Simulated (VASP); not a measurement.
A run of VASP 6.6.1 is set up as follows.

The input INCAR:

```
PREC     = Accurate       # precision mode
ENCUT    = 520            # plane-wave cutoff, eV
EDIFF    = 1E-6           # SCF threshold, eV
ISMEAR   = 0              # smearing method
SIGMA    = 0.05           # smearing width, eV
LREAL    = False          # projectors in reciprocal space
LASPH    = True           # aspherical terms in the spheres
NELM     = 100            # most SCF steps
ALGO     = Normal         # electronic algorithm
ISIF     = 2              # what is computed and relaxed
LWAVE    = False          # write WAVECAR
LCHARG   = False          # write CHGCAR
GGA      = PE             # functional
IBRION   = 2              # ionic algorithm
NSW      = 80             # ionic steps
EDIFFG   = -0.03          # ionic threshold
KPAR     = 4
```

The input KPOINTS:

```
regular mesh
0
Gamma
  3 2 3
```

Contents of POSCAR:

```
Zr12H
1.0
    6.4600000000      0.0000000000      0.0000000000
   -4.8450000000      8.3917860000      0.0000000000
    0.0000000000      0.0000000000      5.1453900000
Zr H
12 1
Direct
    0.0000000000      0.0000000000      0.0000000000
    0.1666666700      0.2222222300      0.5000000000
    0.0000000000      0.3333333400      0.0000000000
    0.1666666700      0.5555555700      0.5000000000
    0.0000000100      0.6666666800      0.0000000000
    0.1666666800      0.8888889100      0.5000000000
    0.5000000000      0.0000000000      0.0000000000
    0.6666666700      0.2222222300      0.5000000000
    0.5000000000      0.3333333400      0.0000000000
    0.6666666700      0.5555555700      0.5000000000
    0.5000000100      0.6666666800      0.0000000000
    0.6666666800      0.8888889100      0.5000000000
    0.8310972300      0.4437557400      1.2489200500
```

Potentials or basis: VASP PAW PBE potentials, release 64 (Zr_sv, H).

Command:

```console
$ cat potpaw_PBE.64/Zr_sv/POTCAR potpaw_PBE.64/H/POTCAR > POTCAR
$ mpirun -np 4 vasp_std > vasp.out
```

(1) Estimate the energy gained by relaxing.

(2) Estimate the band gap on the k mesh.

Answers

(1) 3.7 meV/atom.

(2) zero (an odd number of electrons rules out a gap without spin polarisation).

Caveat: the k points lie up to 0.41 Å⁻¹ apart, too coarse for converged energies and pressures of a metal.
